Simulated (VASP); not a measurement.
**MgO (CsCl type): single point with PBE**

The system is MgO (CsCl type).

```xyz
2
Lattice="2.3502 0.0000 0.0000 0.0000 2.3502 0.0000 0.0000 0.0000 2.3502" Properties=species:S:1:pos:R:3 pbc="T T T"
Mg    0.0000    0.0000    0.0000
O     1.1751    1.1751    1.1751
```

* Program: VASP 6.6.1
* Task: single point
* Functional: PBE
* Potentials or basis: VASP PAW PBE potentials, release 64 (Mg, O)
* Cutoff: 520 eV
* k mesh: 15 × 15 × 15
* Occupations: fermi-dirac, width 0.1 eV
* Spin: no spin polarisation

The pressure is 109.8 GPa and the band gap on the k mesh is 6.40 eV, direct.

Levels at points of the mesh, in eV from the valence-band top:
```csv
k point,band 2,band 3,band 4,band 5,band 6,band 7
"(0.00, 0.00, 0.00)",-1.42,-1.42,-1.42,6.59,10.91,10.91
```

Wall time 16 s on 1 thread of AMD EPYC 7R13, with other jobs on the host, peak memory 0.1 GiB.

A k mesh can miss the band edges.
